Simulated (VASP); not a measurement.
# CdS (Hawleyite) in VASP: settings compared

The runs below take CdS (Hawleyite) through single point, with r2SCAN, PBE.

Everything below comes from runs of VASP 6.6.1. Logs are shortened: lines on timing, memory, paths and dates and some standing lists are left out, and cuts for length are marked.

## Step 1: The cell of the first run

Symmetry: F-43m, No. 216, cubic system. The conventional cell has a = 5.878 Å, b = 5.878 Å, c = 5.878 Å, α = 90.00°, β = 90.00°, γ = 90.00°. Cd (site symmetry -43m) has 4 S at 2.55 Å within 3.4 Å. Within 3.4 Å of S (site symmetry -43m) lie 4 Cd at 2.55 Å.

## Step 2: Single point, r2SCAN

The input, POSCAR:

```
CdS
1.0
    0.0000000000      2.9392138876      2.9392138876
    2.9392138876      0.0000000000      2.9392138876
    2.9392138876      2.9392138876      0.0000000000
Cd S
1 1
Direct
    0.0000000000      0.0000000000      0.0000000000
    0.2500000000      0.2500000000      0.2500000000
```

The input, INCAR.step1:

```
SYSTEM = CdS
PREC = Accurate
ENCUT = 520
ISMEAR = 0
SIGMA = 0.01
LREAL = .FALSE.
LASPH = .TRUE.
NELM = 60
NBANDS = 16
GGA = PE
ALGO = Normal
EDIFF = 1E-4
LWAVE = .TRUE.
LCHARG = .FALSE.
```

The input, INCAR.step2:

```
SYSTEM = CdS
PREC = Accurate
ENCUT = 520
EDIFF = 1E-6
ISMEAR = 0
SIGMA = 0.01
LREAL = .FALSE.
LASPH = .TRUE.
NELM = 60
ALGO = Normal
ISIF = 2
LWAVE = .FALSE.
LCHARG = .FALSE.
METAGGA = R2SCAN
LMIXTAU = .TRUE.
NBANDS = 16
ISTART = 1
```

The input, KPOINTS:

```
Automatic mesh
0
G
  8 8 8
  0 0 0
```

Potentials or basis: VASP PAW PBE potentials, release 64 (Cd, S).

On the command line:

```console
> cat potpaw_PBE.64/Cd/POTCAR potpaw_PBE.64/S/POTCAR > POTCAR
> cp INCAR.step1 INCAR
> mpirun -np 1 vasp_std > vasp.out
> cp INCAR.step2 INCAR
> mpirun -np 1 vasp_std > vasp.out
```

OUTCAR:

```text
SYSTEM = CdS
   PREC = Accurate
   ENCUT = 520
   EDIFF = 1E-6
   ISMEAR = 0
   LREAL = .FALSE.
   LASPH = .TRUE.
   NELM = 60
   ISIF = 2
   METAGGA = R2SCAN
   ISTART = 1

 ion  position               nearest neighbor table
   1  0.000  0.000  0.000-   2 2.55   2 2.55   2 2.55   2 2.55
   2  0.250  0.250  0.250-   1 2.55   1 2.55   1 2.55   1 2.55

  LATTYP: Found a face centered cubic cell.
 ALAT       =     5.8784277752

  Lattice vectors:

 A1 = (   0.0000000000,   2.9392138876,   2.9392138876)
 A2 = (   2.9392138876,   0.0000000000,   2.9392138876)
 A3 = (   2.9392138876,   2.9392138876,   0.0000000000)

Analysis of symmetry for initial positions (statically):
=====================================================================
 Subroutine PRICEL returns:
 Original cell was already a primitive cell.

 Routine SETGRP: Setting up the symmetry group for a
 face centered cubic supercell.

 Subroutine GETGRP returns: Found 24 space group operations
 (whereof 24 operations were pure point group operations)
 out of a pool of 48 trial point group operations.

The static configuration has the point symmetry T_d .

Analysis of symmetry for dynamics (positions and initial velocities):
=====================================================================
 Subroutine PRICEL returns:
 Original cell was already a primitive cell.

 Routine SETGRP: Setting up the symmetry group for a
 face centered cubic supercell.

 Subroutine GETGRP returns: Found 24 space group operations
 (whereof 24 operations were pure point group operations)
 out of a pool of 48 trial point group operations.

The dynamic configuration has the point symmetry T_d .

 Subroutine INISYM returns: Found 24 space group operations
 (whereof 24 operations are pure point group operations),
 and found     1 'primitive' translations

----------------------------------------------------------------------------------------

                                     Primitive cell

  volume of cell :      50.7836

  direct lattice vectors                    reciprocal lattice vectors
     0.000000000  2.939213888  2.939213888    -0.170113513  0.170113513  0.170113513
     2.939213888  0.000000000  2.939213888     0.170113513 -0.170113513  0.170113513
     2.939213888  2.939213888  0.000000000     0.170113513  0.170113513 -0.170113513

  length of vectors
     4.156676143  4.156676143  4.156676143     0.294645248  0.294645248  0.294645248

  position of ions in fractional coordinates (direct lattice)
     0.000000000  0.000000000  0.000000000
     0.250000000  0.250000000  0.250000000

  ion indices of the primitive-cell ions
   primitive index   ion index
                 1           1
                 2           2

----------------------------------------------------------------------------------------

 KPOINTS: Automatic mesh

Automatic generation of k-mesh.
 Grid dimensions read from file:
 generate k-points for:    8    8    8

 Generating k-lattice:

  Cartesian coordinates                     Fractional coordinates (reciprocal lattice)
    -0.021264189  0.021264189  0.021264189     0.125000000  0.000000000  0.000000000
     0.021264189 -0.021264189  0.021264189     0.000000000  0.125000000  0.000000000
     0.021264189  0.021264189 -0.021264189     0.000000000  0.000000000  0.125000000

  Length of vectors
     0.036830656  0.036830656  0.036830656

  Shift w.r.t. Gamma in fractional coordinates (k-lattice)
     0.000000000  0.000000000  0.000000000

 Subroutine IBZKPT returns following result:
 ===========================================

 Found     29 irreducible k-points:

 Following reciprocal coordinates:
            Coordinates               Weight
  0.000000  0.000000  0.000000      1.000000
  0.125000  0.000000  0.000000      8.000000
  0.250000  0.000000  0.000000      8.000000
  0.375000  0.000000  0.000000      8.000000
  0.500000  0.000000  0.000000      4.000000
  0.125000  0.125000  0.000000      6.000000
[... 16 lines left out ...]
  0.500000  0.250000  0.125000     48.000000
 -0.375000  0.250000  0.125000     24.000000
 [... further k-points ...]
   k-points           NKPTS =     29   k-points in BZ     NKDIM =     29   number of bands    NBANDS=     16
   number of dos      NEDOS =    301   number of ions     NIONS =      2
   total plane-waves  NPLWV =  32768
   dimension x,y,z NGX =    32 NGY =   32 NGZ =   32
   dimension x,y,z NGXF=    64 NGYF=   64 NGZF=   64
   ions per type =               1   1
   NGX,Y,Z   is equivalent  to a cutoff of  12.80, 12.80, 12.80 a.u.
   NGXF,Y,Z  is equivalent  to a cutoff of  25.60, 25.60, 25.60 a.u.
 SYSTEM =  CdS
   PREC   = accura    normal or accurate (medium, high low for compatibility)
   ISTART =      1    job   : 0-new  1-cont  2-samecut
   ICHARG =      0    charge: 1-file 2-atom 10-const
   ISPIN  =      1    spin polarized calculation?
   LNONCOLLINEAR =      F non collinear calculations
   LSORBIT =      F    spin-orbit coupling
   LASPH  =      T    aspherical Exc in radial PAW
   ENCUT  =  520.0 eV  38.22 Ry    6.18 a.u.   7.73  7.73  7.73*2*pi/ulx,y,z
   NELM   =     60;   NELMIN=  2; NELMDL=  0     # of ELM steps
   EDIFF  = 0.1E-05   stopping-criterion for ELM
   LREAL  =      F    real-space projection
   EDIFFG = 0.1E-04   stopping-criterion for IOM
   NSW    =      0    number of steps for IOM
   IBRION =     -1    ionic relax: 0-MD 1-quasi-New 2-CG
   NFREE  =      0    steps in history (QN), initial steepest desc. (CG)
   ISIF   =      2    stress and relaxation
   ISYM   =      2    0-nonsym 1-usesym 2-fastsym
   POTIM  = 0.5000    time-step for ionic-motion
   TEBEG  =    0.0;   TEEND  =   0.0 temperature during run
   PSTRESS=    0.0 pullay stress
   NELECT =      18.0000    total number of electrons
   NUPDOWN=      -1.0000    fix difference up-down
   EMIN   =  10.00;   EMAX   =-10.00  energy-range for DOS
   EFERMI =   0.00;   METHOD = LEGACY
   ISMEAR =     0;   SIGMA  =   0.01  broadening in eV -4-tet -1-fermi 0-gaus
   EFERMI_NEDOS =   21; number of points for ismear=-14 and -15
   IALGO  =     38    algorithm
   IMIX   =      4    mixing-type and parameters
     AMIX     =   0.40;   BMIX     =  1.00
     AMIX_MAG =   1.60;   BMIX_MAG =  1.00
  volume/ion in A,a.u.               =      25.39       171.35
  Fermi-wavevector in a.u.,A,eV,Ry     =   1.158576  2.189391 18.263073  1.342298
  Thomas-Fermi vector in A             =   2.295177
   LORBIT       =      0    0 simple, 1 ext, 2 COOP (PROOUT), +10 PAW based schemes
   METAGGA = R2SCAN    functional components
   LHFCALC =     F    Hartree Fock is set to
   AEXX    =    0.0000 exact exchange contribution
   IVDW    =     0    specifies the selected vdW correction
   LEPSILON=     F    determine dielectric tensor
   LRPA    =     F    only Hartree local field effects (RPA)
 non-spin polarized calculation
 Gauss-broadening in eV      SIGMA  =   0.01
  energy-cutoff  :      520.00
  volume of cell :       50.78
 maximum number of plane-waves:      1384
   NGX = 15   NGY = 15   NGZ = 15

 number of electron      18.0000005 magnetization

 Free energy of the ion-electron system (eV)
  ---------------------------------------------------
  ext. energy  EPLUGINS =         0.00000000
  ---------------------------------------------------
  free energy    TOTEN  =       -29.68595829 eV

  energy without entropy =      -29.68595829  energy(sigma->0) =      -29.68595829

 E-fermi :   0.9471     XC(G=0):  -9.6190

 val. band max:        0.8525128896   @ k =   0.0000   0.0000   0.0000
 cond. band min:       2.3908416848   @ k =   0.0000   0.0000   0.0000
 fundamental gap:      1.5383287952
 Fermi energy:         0.9471452746

 k-point     1 :       0.0000    0.0000    0.0000
  band No.  band energies     occupation
      1     -11.8787      2.00000
      2      -7.0334      2.00000
      3      -7.0334      2.00000
      4      -7.0334      2.00000
      5      -6.5529      2.00000
      6      -6.5529      2.00000
[... 8 lines left out ...]
     15      12.8282      0.00000
     16      12.8282      0.00000

 k-point     2 :       0.1250    0.0000    0.0000
  band No.  band energies     occupation
      1     -11.8193      2.00000
      2      -7.0112      2.00000
      3      -7.0112      2.00000
      4      -6.9763      2.00000
      5      -6.5537      2.00000
      6      -6.5537      2.00000
[... 8 lines left out ...]
     15      12.1985      0.00000
     16      13.2650      0.00000

 k-point     3 :       0.2500    0.0000    0.0000
  band No.  band energies     occupation
      1     -11.6750      2.00000
      2      -6.9627      2.00000
      3      -6.9627      2.00000
      4      -6.7781      2.00000
      5      -6.5484      2.00000
      6      -6.5484      2.00000
[... 8 lines left out ...]
     15      11.9668      0.00000
     16      12.5396      0.00000

 k-point     4 :       0.3750    0.0000    0.0000
  band No.  band energies     occupation
      1     -11.5308      2.00000
      2      -6.9244      2.00000
      3      -6.9244      2.00000
      4      -6.5297      2.00000
      5      -6.5297      2.00000
      6      -6.4291      2.00000
[... 8 lines left out ...]
     15      12.8818      0.00000
     16      12.8818      0.00000
[... 324 lines left out ...]
 k-point    22 :       0.3750    0.2500    0.1250
  band No.  band energies     occupation
      1     -11.5691      2.00000
      2      -6.9100      2.00000
      3      -6.8838      2.00000
      4      -6.7103      2.00000
      5      -6.5439      2.00000
      6      -6.4943      2.00000
[... 8 lines left out ...]
     15      13.4090      0.00000
     16      15.1468      0.00000

 k-point    23 :       0.5000    0.2500    0.1250
  band No.  band energies     occupation
      1     -11.4557      2.00000
      2      -6.8724      2.00000
      3      -6.8488      2.00000
      4      -6.6140      2.00000
      5      -6.5203      2.00000
      6      -6.2682      2.00000
[... 8 lines left out ...]
     15      14.2466      0.00000
     16      14.5205      0.00000

 k-point    24 :      -0.3750    0.2500    0.1250
  band No.  band energies     occupation
      1     -11.4093      2.00000
      2      -6.8660      2.00000
      3      -6.8325      2.00000
      4      -6.5764      2.00000
      5      -6.5271      2.00000
      6      -6.0786      2.00000
[... 8 lines left out ...]
     15      13.6669      0.00000
     16      14.6128      0.00000

 [... further k-points ...]

------------------------ aborting loop because EDIFF is reached ----------------------------------------

  FORCE on cell =-STRESS in cart. coord.  units (eV):
  Direction    XX          YY          ZZ          XY          YZ          ZX
  --------------------------------------------------------------------------------------
  -------------------------------------------------------------------------------------
  Total        0.0913534      0.0913534      0.0913534      0.0000000      0.0000000      0.0000000
  in kB        2.8821188      2.8821188      2.8821188      0.0000000      0.0000000      0.0000000
  external PRESSURE =       2.8821188 kB  Pullay stress =       0.0000000 kB

 VOLUME and BASIS-vectors are now :
 -----------------------------------------------------------------------------
  energy-cutoff  :      520.00
  volume of cell :       50.78
      direct lattice vectors                 reciprocal lattice vectors
     0.000000000  2.939213888  2.939213888    -0.170113513  0.170113513  0.170113513
     2.939213888  0.000000000  2.939213888     0.170113513 -0.170113513  0.170113513
     2.939213888  2.939213888  0.000000000     0.170113513  0.170113513 -0.170113513

 POSITION                                       TOTAL-FORCE (eV/Angst)
 -----------------------------------------------------------------------------------
      0.00000      0.00000      0.00000         0.000000     -0.000000     -0.000000
      1.46961      1.46961      1.46961        -0.000000      0.000000      0.000000
 -----------------------------------------------------------------------------------
    total drift:                               -0.000004     -0.000004     -0.000004

  FREE ENERGIE OF THE ION-ELECTRON SYSTEM (eV)
  ---------------------------------------------------
  free  energy   TOTEN  =       -29.6859582876 eV

  energy  without entropy=      -29.6859582876  energy(sigma->0) =      -29.68595829
```

Wall time 59 s (1 thread of AMD EPYC 9R45 (Zen 5), shared host); peak memory 0.16 GiB.

Results:

| Property | Result |
| --- | --- |
| Free energy | -29.6860 eV |
| Pressure | 0.3 GPa |
| Band gap on the k mesh | 1.54 eV, direct |

Caveat: the PAW data sets were made with another functional, which shifts forces and pressure a little.

(Part 1 of 2 ends here.)
